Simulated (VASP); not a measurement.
# AlN in VASP: a series of runs

Runs on AlN. Level: PBE. Tasks: single point.

All numbers are computed with VASP 6.6.1; they aren't measurements. Logs are shortened: lines on timing, memory, paths and dates and some standing lists are left out, and cuts for length are marked.

## 1. The cell of the first run

Symmetry: P6_3mc, No. 186, hexagonal system. The conventional cell has a = 3.113 Å, b = 3.113 Å, c = 4.981 Å, α = 90.00°, β = 90.00°, γ = 120.00°. Within 2.5 Å of Al (site symmetry 3m) lie 4 N at 1.89 Å. N (site symmetry 3m) has 4 Al at 1.89 Å within 2.5 Å.

## 2. Single point, PBE

The input, INCAR:

```
SYSTEM = AlN
PREC = Accurate ; ENCUT = 520
EDIFF = 1E-6 ; ISMEAR = -1
SIGMA = 0.02 ; LREAL = .False.
LASPH = .True. ; NELM = 100
ALGO = Normal ; ISIF = 2
LWAVE = .False. ; LCHARG = .False.
GGA = PE ; NBANDS = 16
```

The input, KPOINTS:

```
Automatic mesh
0
Gamma
  12 12 4
  0 0 0
```

The input, POSCAR:

```
AlN
1.0
    3.1130000000      0.0000000000      0.0000000000
   -1.5565000000      2.6959400000      0.0000000000
    0.0000000000      0.0000000000      4.9810000000
Al N
2 2
Direct
    0.3333333333      0.6666666667      0.0000000000
    0.6666666667      0.3333333333      0.5000000000
    0.3333333333      0.6666666667      0.3800000000
    0.6666666667      0.3333333333      0.8800000000
```

Potentials or basis: VASP PAW PBE potentials, release 64 (Al, N).

Launch:

```sh
cat potpaw_PBE.64/Al/POTCAR potpaw_PBE.64/N/POTCAR > POTCAR
mpirun -np 1 vasp_std > vasp.out
```

OUTCAR:

```text
SYSTEM = AlN
   PREC = Accurate
   ENCUT = 520
   EDIFF = 1E-6
   ISMEAR = -1
   LREAL = .False.
   LASPH = .True.
   NELM = 100
   ISIF = 2
   GGA = PE

 ion  position               nearest neighbor table
   1  0.333  0.667  0.000-   3 1.89   4 1.89   4 1.89   4 1.89   2 3.07   2 3.07   2 3.07   2 3.07
                             2 3.07   2 3.07
   2  0.667  0.333  0.500-   4 1.89   3 1.89   3 1.89   3 1.89   1 3.07   1 3.07   1 3.07   1 3.07
                             1 3.07   1 3.07
   3  0.333  0.667  0.380-   1 1.89   2 1.89   2 1.89   2 1.89
   4  0.667  0.333  0.880-   2 1.89   1 1.89   1 1.89   1 1.89

  LATTYP: Found a hexagonal cell.
 ALAT       =     3.1130000000
 C/A-ratio  =     1.6000642467

  Lattice vectors:

 A1 = (   3.1130000000,   0.0000000000,   0.0000000000)
 A2 = (  -1.5565000000,   2.6959400000,   0.0000000000)
 A3 = (   0.0000000000,   0.0000000000,   4.9810000000)

Analysis of symmetry for initial positions (statically):
=====================================================================
 Subroutine PRICEL returns:
 Original cell was already a primitive cell.

 Routine SETGRP: Setting up the symmetry group for a
 hexagonal supercell.

 Subroutine GETGRP returns: Found 12 space group operations
 (whereof  6 operations were pure point group operations)
 out of a pool of 24 trial point group operations.

The static configuration has the point symmetry C_3v.
 The point group associated with its full space group is C_6v.

Analysis of symmetry for dynamics (positions and initial velocities):
=====================================================================
 Subroutine PRICEL returns:
 Original cell was already a primitive cell.

 Routine SETGRP: Setting up the symmetry group for a
 hexagonal supercell.

 Subroutine GETGRP returns: Found 12 space group operations
 (whereof  6 operations were pure point group operations)
 out of a pool of 24 trial point group operations.

The dynamic configuration has the point symmetry C_3v.
 The point group associated with its full space group is C_6v.

 Subroutine INISYM returns: Found 12 space group operations
 (whereof  6 operations are pure point group operations),
 and found     1 'primitive' translations

----------------------------------------------------------------------------------------

                                     Primitive cell

  volume of cell :      41.8028

  direct lattice vectors                    reciprocal lattice vectors
     3.113000000  0.000000000  0.000000000     0.321233537  0.185464068  0.000000000
    -1.556500000  2.695940000  0.000000000     0.000000000  0.370928136  0.000000000
     0.000000000  0.000000000  4.981000000     0.000000000  0.000000000  0.200762899

  length of vectors
     3.113000000  3.113002527  4.981000000     0.370928437  0.370928136  0.200762899

  position of ions in fractional coordinates (direct lattice)
     0.333333333  0.666666667  0.000000000
     0.666666667  0.333333333  0.500000000
     0.333333333  0.666666667  0.380000000
     0.666666667  0.333333333  0.880000000

  ion indices of the primitive-cell ions
   primitive index   ion index
                 1           1
                 2           2
                 3           3
                 4           4

----------------------------------------------------------------------------------------

 KPOINTS: Automatic mesh

Automatic generation of k-mesh.
 Grid dimensions read from file:
 generate k-points for:   12   12    4

 Generating k-lattice:

  Cartesian coordinates                     Fractional coordinates (reciprocal lattice)
     0.026769461  0.015455339  0.000000000     0.083333333  0.000000000  0.000000000
     0.000000000  0.030910678  0.000000000     0.000000000  0.083333333  0.000000000
     0.000000000  0.000000000  0.050190725     0.000000000  0.000000000  0.250000000

  Length of vectors
     0.030910703  0.030910678  0.050190725

  Shift w.r.t. Gamma in fractional coordinates (k-lattice)
     0.000000000  0.000000000  0.000000000

 Subroutine IBZKPT returns following result:
 ===========================================

 Found     57 irreducible k-points:

 Following reciprocal coordinates:
            Coordinates               Weight
  0.000000  0.000000  0.000000      1.000000
  0.083333 -0.000000  0.000000      6.000000
  0.166667 -0.000000  0.000000      6.000000
  0.250000  0.000000  0.000000      6.000000
  0.333333 -0.000000  0.000000      6.000000
  0.416667 -0.000000  0.000000      6.000000
[... 16 lines left out ...]
  0.250000  0.000000  0.250000     12.000000
  0.333333 -0.000000  0.250000     12.000000
 [... further k-points ...]
   k-points           NKPTS =     57   k-points in BZ     NKDIM =     57   number of bands    NBANDS=     16
   number of dos      NEDOS =    301   number of ions     NIONS =      4
   total plane-waves  NPLWV =  23040
   dimension x,y,z NGX =    24 NGY =   24 NGZ =   40
   dimension x,y,z NGXF=    48 NGYF=   48 NGZF=   80
   ions per type =               2   2
   NGX,Y,Z   is equivalent  to a cutoff of  12.82, 12.82, 13.35 a.u.
   NGXF,Y,Z  is equivalent  to a cutoff of  25.63, 25.63, 26.70 a.u.
 SYSTEM =  AlN
   PREC   = accura    normal or accurate (medium, high low for compatibility)
   ISTART =      0    job   : 0-new  1-cont  2-samecut
   ICHARG =      2    charge: 1-file 2-atom 10-const
   ISPIN  =      1    spin polarized calculation?
   LNONCOLLINEAR =      F non collinear calculations
   LSORBIT =      F    spin-orbit coupling
   LASPH  =      T    aspherical Exc in radial PAW
   ENCUT  =  520.0 eV  38.22 Ry    6.18 a.u.   5.79  5.79  9.26*2*pi/ulx,y,z
   NELM   =    100;   NELMIN=  2; NELMDL= -5     # of ELM steps
   EDIFF  = 0.1E-05   stopping-criterion for ELM
   LREAL  =      F    real-space projection
   EDIFFG = 0.1E-04   stopping-criterion for IOM
   NSW    =      0    number of steps for IOM
   IBRION =     -1    ionic relax: 0-MD 1-quasi-New 2-CG
   NFREE  =      0    steps in history (QN), initial steepest desc. (CG)
   ISIF   =      2    stress and relaxation
   ISYM   =      2    0-nonsym 1-usesym 2-fastsym
   POTIM  = 0.5000    time-step for ionic-motion
   TEBEG  =    0.0;   TEEND  =   0.0 temperature during run
   PSTRESS=    0.0 pullay stress
   NELECT =      16.0000    total number of electrons
   NUPDOWN=      -1.0000    fix difference up-down
   EMIN   =  10.00;   EMAX   =-10.00  energy-range for DOS
   EFERMI =   0.00;   METHOD = LEGACY
   ISMEAR =    -1;   SIGMA  =   0.02  broadening in eV -4-tet -1-fermi 0-gaus
   EFERMI_NEDOS =   21; number of points for ismear=-14 and -15
   IALGO  =     38    algorithm
   IMIX   =      4    mixing-type and parameters
     AMIX     =   0.40;   BMIX     =  1.00
     AMIX_MAG =   1.60;   BMIX_MAG =  1.00
  volume/ion in A,a.u.               =      10.45        70.52
  Fermi-wavevector in a.u.,A,eV,Ry     =   1.188629  2.246182 19.222829  1.412838
  Thomas-Fermi vector in A             =   2.324754
   LORBIT       =      0    0 simple, 1 ext, 2 COOP (PROOUT), +10 PAW based schemes
   GGA     = PE    functional components
   LHFCALC =     F    Hartree Fock is set to
   AEXX    =    0.0000 exact exchange contribution
   IVDW    =     0    specifies the selected vdW correction
   LEPSILON=     F    determine dielectric tensor
   LRPA    =     F    only Hartree local field effects (RPA)
 non-spin polarized calculation
  energy-cutoff  :      520.00
  volume of cell :       41.80
 maximum number of plane-waves:      1152
 NGX is ok and might be reduce to    24
   NGX = 11   NGY = 11   NGZ = 19

 number of electron      15.9999997 magnetization

 Free energy of the ion-electron system (eV)
  ---------------------------------------------------
  ext. energy  EPLUGINS =         0.00000000
  ---------------------------------------------------
  free energy    TOTEN  =       -29.77130325 eV

  energy without entropy =      -29.77130325  energy(sigma->0) =      -29.77130325

 E-fermi :   6.4924     XC(G=0): -10.9068

 val. band max:        6.1213130333   @ k =   0.0000   0.0000   0.0000
 cond. band min:      10.3449740123   @ k =   0.0000   0.0000   0.0000
 fundamental gap:      4.2236609790
 Fermi energy:         6.4924143639

 k-point     1 :       0.0000    0.0000    0.0000
  band No.  band energies     occupation
      1      -9.0374      2.00000
      2      -6.8891      2.00000
      3       0.1487      2.00000
      4       5.2897      2.00000
      5       5.2897      2.00000
      6       5.9418      2.00000
[... 8 lines left out ...]
     15      19.2857      0.00000
     16      19.2858      0.00000

 k-point     2 :       0.0833   -0.0000    0.0000
  band No.  band energies     occupation
      1      -8.9490      2.00000
      2      -6.8391      2.00000
      3       0.2539      2.00000
      4       4.8769      2.00000
      5       5.1726      2.00000
      6       5.5275      2.00000
[... 8 lines left out ...]
     15      19.3387      0.00000
     16      19.3516      0.00000

 k-point     3 :       0.1667   -0.0000    0.0000
  band No.  band energies     occupation
      1      -8.6915      2.00000
      2      -6.7027      2.00000
      3       0.5639      2.00000
      4       3.8707      2.00000
      5       4.6528      2.00000
      6       4.8975      2.00000
[... 8 lines left out ...]
     15      18.5086      0.00000
     16      18.9258      0.00000

 k-point     4 :       0.2500    0.0000    0.0000
  band No.  band energies     occupation
      1      -8.2904      2.00000
      2      -6.5224      2.00000
      3       1.0602      2.00000
      4       2.6979      2.00000
      5       3.6911      2.00000
      6       4.5818      2.00000
[... 8 lines left out ...]
     15      18.2588      0.00000
     16      19.4252      0.00000
[... 324 lines left out ...]
 k-point    22 :       0.1667   -0.0000    0.2500
  band No.  band energies     occupation
      1      -8.4659      2.00000
      2      -7.0902      2.00000
      3       1.2065      2.00000
      4       3.8818      2.00000
      5       4.2860      2.00000
      6       5.0239      2.00000
[... 8 lines left out ...]
     15      18.6033      0.00000
     16      18.9829      0.00000

 k-point    23 :       0.2500    0.0000    0.2500
  band No.  band energies     occupation
      1      -8.0814      2.00000
      2      -6.8496      2.00000
      3       1.3739      2.00000
      4       2.8911      2.00000
      5       3.4962      2.00000
      6       4.7286      2.00000
[... 8 lines left out ...]
     15      18.5303      0.00000
     16      19.4791      0.00000

 k-point    24 :       0.3333   -0.0000    0.2500
  band No.  band energies     occupation
      1      -7.6170      2.00000
      2      -6.6138      2.00000
      3       1.1494      2.00000
      4       2.0964      2.00000
      5       3.1469      2.00000
      6       4.4684      2.00000
[... 8 lines left out ...]
     15      18.5196      0.00000
     16      20.2822      0.00000

 [... further k-points ...]

------------------------ aborting loop because EDIFF is reached ----------------------------------------

  FORCE on cell =-STRESS in cart. coord.  units (eV):
  Direction    XX          YY          ZZ          XY          YZ          ZX
  --------------------------------------------------------------------------------------
  -------------------------------------------------------------------------------------
  Total        0.7604819      0.7604835      1.1925372      0.0000000      0.0000000      0.0000000
  in kB       29.1469792     29.1470423     45.7063606      0.0000000      0.0000000      0.0000000
  external PRESSURE =      34.6667941 kB  Pullay stress =       0.0000000 kB

 VOLUME and BASIS-vectors are now :
 -----------------------------------------------------------------------------
  energy-cutoff  :      520.00
  volume of cell :       41.80
      direct lattice vectors                 reciprocal lattice vectors
     3.113000000  0.000000000  0.000000000     0.321233537  0.185464068  0.000000000
    -1.556500000  2.695940000  0.000000000     0.000000000  0.370928136  0.000000000
     0.000000000  0.000000000  4.981000000     0.000000000  0.000000000  0.200762899

 POSITION                                       TOTAL-FORCE (eV/Angst)
 -----------------------------------------------------------------------------------
     -0.00000      1.79729      0.00000        -0.000000      0.000000     -0.128846
      1.55650      0.89865      2.49050        -0.000000      0.000000     -0.128846
     -0.00000      1.79729      1.89278        -0.000000      0.000000      0.128846
      1.55650      0.89865      4.38328         0.000000      0.000000      0.128846
 -----------------------------------------------------------------------------------
    total drift:                               -0.000000     -0.000000      0.000431

  FREE ENERGIE OF THE ION-ELECTRON SYSTEM (eV)
  ---------------------------------------------------
  free  energy   TOTEN  =       -29.7713032530 eV

  energy  without entropy=      -29.7713032530  energy(sigma->0) =      -29.77130325
```

It took 12 s on 1 thread of Intel Xeon 6975P-C (Granite Rapids), shared host; peak memory 0.17 GiB.

Results:

| Property | Result |
| --- | --- |
| Free energy | -29.7713 eV |
| Pressure | 3.5 GPa |
| Largest force | 0.129 eV/Å |
| Band gap on the k mesh | 4.22 eV |

Forces on the atoms (eV/Å):
```
Al   0.000  0.000 -0.129
Al   0.000  0.000 -0.129
N    0.000  0.000  0.129
N    0.000  0.000  0.129
```

Levels at points of the mesh, in eV from the valence-band top:
```tsv
k point	band 4	band 5	band 6	band 7	band 8	band 9	band 10	band 11	band 12	band 13
(0.00, 0.00, 0.00)	-0.83	-0.83	-0.18	-0.18	0.00	4.22	6.66	10.62	11.17	11.17
(0.50, 0.00, 0.00)	-4.13	-3.33	-2.06	-1.77	-0.66	5.82	5.83	8.20	10.30	10.91
(0.00, 0.00, 0.50)	-3.31	-0.52	-0.52	-0.52	-0.52	6.47	6.47	10.34	10.34	11.48
(0.50, 0.00, 0.50)	-5.57	-1.43	-1.43	-1.35	-1.35	5.33	5.33	9.29	9.29	11.83
```

Caveat: the cell stands under pressure. A k mesh can miss the band edges.

## 3. Single point, PBE

The input, INCAR:

```
SYSTEM = AlN
PREC = Accurate
ENCUT = 520
EDIFF = 1E-6
ISMEAR = -1
SIGMA = 0.02
LREAL = .FALSE.
LASPH = .TRUE.
NELM = 60
ALGO = Normal
ISIF = 2
LWAVE = .FALSE.
LCHARG = .FALSE.
GGA = PE
NBANDS = 16
```

The input, KPOINTS:

```
regular mesh
0
G
  12 12 4
  0 0 0
```

The input, POSCAR:

```
AlN
1.0
    3.1130000000     -0.0259416667     -0.0259416667
   -1.5789661667      2.7089108333     -0.0094953333
   -0.0415083333     -0.0415083333      4.9810000000
Al N
2 2
Direct
    0.3333333333      0.6666666667      0.0000000000
    0.6666666667      0.3333333333      0.5000000000
    0.3333333333      0.6666666667      0.3800000000
    0.6666666667      0.3333333333      0.8800000000
```

Potentials or basis: VASP PAW PBE potentials, release 64 (Al, N).

Launch:

```sh
cat potpaw_PBE.64/Al/POTCAR potpaw_PBE.64/N/POTCAR > POTCAR
mpirun -np 1 vasp_std > vasp.out
```

It took 56 s on 1 thread of Intel Xeon 6975P-C (Granite Rapids), shared host; peak memory 0.27 GiB.

The run converged. Its results:

- Free energy: -29.7554 eV
- Pressure: 3.6 GPa
- Largest force: 0.318 eV/Å
- Band gap on the k mesh: 4.19 eV

Forces in eV/Å, atoms in the order of the input:
```
Al   0.250  0.101 -0.116
Al  -0.058  0.090 -0.127
N    0.088 -0.090  0.128
N   -0.279 -0.100  0.115
```

Stress tensor (GPa, compression positive):
```
3.00 2.94 2.12
2.94 3.01 2.11
2.12 2.11 4.65
```

Levels at points of the mesh, in eV from the valence-band top:
```csv
k point,band 5,band 6,band 7,band 8,band 9,band 10,band 11,band 12
"(0.00, 0.00, 0.00)",-0.81,-0.24,-0.18,0.00,4.19,6.63,10.56,11.00
"(0.50, 0.00, 0.00)",-3.28,-2.18,-1.79,-0.75,5.65,5.79,8.10,10.30
"(0.00, 0.50, 0.00)",-3.34,-2.09,-1.79,-0.68,5.78,5.82,8.16,10.27
"(0.50, 0.50, 0.00)",-3.41,-1.99,-1.79,-0.61,5.80,5.95,8.22,10.25
"(0.00, 0.00, 0.50)",-0.62,-0.57,-0.51,-0.46,6.43,6.44,10.30,10.31
"(0.50, 0.00, 0.50)",-1.57,-1.52,-1.47,-1.25,5.19,5.32,9.03,9.42
"(0.00, 0.50, 0.50)",-1.50,-1.46,-1.42,-1.28,5.25,5.35,9.14,9.40
"(0.50, 0.50, 0.50)",-1.45,-1.40,-1.36,-1.32,5.32,5.37,9.28,9.37
```

Caveat: the cell stands under pressure. A k mesh can miss the band edges.

## 4. Single point, PBE

The input, INCAR:

```
SYSTEM = AlN
ALGO = Normal
EDIFF = 1E-7
ENCUT = 520
GGA = PE
ISIF = 2
ISMEAR = -1
LASPH = .TRUE.
LCHARG = .FALSE.
LREAL = .FALSE.
LWAVE = .FALSE.
NBANDS = 16
NELM = 100
PREC = Accurate
SIGMA = 0.02
```

The input, KPOINTS:

```
k-points
0
G
  12 12 4
  0 0 0
```

The input, POSCAR:

```
AlN
1.0
    3.1130000000      0.0259416667      0.0259416667
   -1.5340338333      2.6829691667      0.0094953333
    0.0415083333      0.0415083333      4.9810000000
Al N
2 2
Direct
    0.3333333333      0.6666666667      0.0000000000
    0.6666666667      0.3333333333      0.5000000000
    0.3333333333      0.6666666667      0.3800000000
    0.6666666667      0.3333333333      0.8800000000
```

Launch:

```sh
cat potpaw_PBE.64/Al/POTCAR potpaw_PBE.64/N/POTCAR > POTCAR
mpirun -np 1 vasp_std > vasp.out
```

Wall time 59 s (1 thread of Intel Xeon 6975P-C (Granite Rapids), shared host); peak memory 0.27 GiB.

The run converged. Its results:

* Free energy: -29.7555 eV
* Pressure: 3.5 GPa
* Largest force: 0.283 eV/Å
* Band gap on the k mesh: 4.20 eV

Forces in eV/Å, atoms in the order of the input:
```
Al  -0.221 -0.077 -0.117
Al   0.056 -0.087 -0.127
N   -0.081  0.087  0.128
N    0.247  0.077  0.116
```

Stress tensor (GPa, compression positive):
```
 2.99 -2.94 -2.13
-2.94  3.00 -2.13
-2.13 -2.13  4.64
```

Levels at points of the mesh, in eV from the valence-band top:
```tsv
k point	band 5	band 6	band 7	band 8	band 9	band 10	band 11	band 12
(0.00, 0.00, 0.00)	-0.80	-0.25	-0.15	0.00	4.20	6.64	10.57	11.01
(0.50, 0.00, 0.00)	-3.38	-1.98	-1.78	-0.60	5.80	5.96	8.26	10.27
(0.00, 0.50, 0.00)	-3.34	-2.08	-1.78	-0.67	5.79	5.82	8.17	10.28
(0.50, 0.50, 0.00)	-3.29	-2.17	-1.79	-0.74	5.67	5.79	8.07	10.30
(0.00, 0.00, 0.50)	-0.61	-0.56	-0.50	-0.45	6.43	6.45	10.31	10.32
(0.50, 0.00, 0.50)	-1.49	-1.39	-1.34	-1.27	5.28	5.43	9.16	9.51
(0.00, 0.50, 0.50)	-1.50	-1.44	-1.42	-1.28	5.26	5.36	9.14	9.41
(0.50, 0.50, 0.50)	-1.56	-1.54	-1.37	-1.31	5.24	5.28	9.17	9.28
```

Caveat: the cell stands under pressure. A hybrid or GW would open this gap; PBE tends to underestimate it.

## 5. Overview

| cell | gap on the mesh (eV) | pressure (GPa) | largest force (eV/Å) |
| --- | --- | --- | --- |
| a = 3.113, b = 3.113, c = 4.981 Å, angles 90.0, 90.0, 120.0°, 4 atoms | 4.22 | 3.5 | 0.13 |
| a = 3.113, b = 3.136, c = 4.981 Å, angles 90.3, 91.0, 120.7°, 4 atoms | 4.19 | 3.6 | 0.32 |
| a = 3.113, b = 3.091, c = 4.981 Å, angles 89.6, 89.0, 119.3°, 4 atoms | 4.20 | 3.5 | 0.28 |

Alike in all rows: task single point; level PBE; potentials or basis VASP PAW PBE potentials, release 64 (Al, N); no spin polarisation; k mesh 12 × 12 × 4; cutoff (eV) 520; smearing fermi-dirac 0.02 eV.

Caveats: the cell stands under pressure.

Total energies depend on the potentials used, so only differences within one code and one set of settings carry meaning.
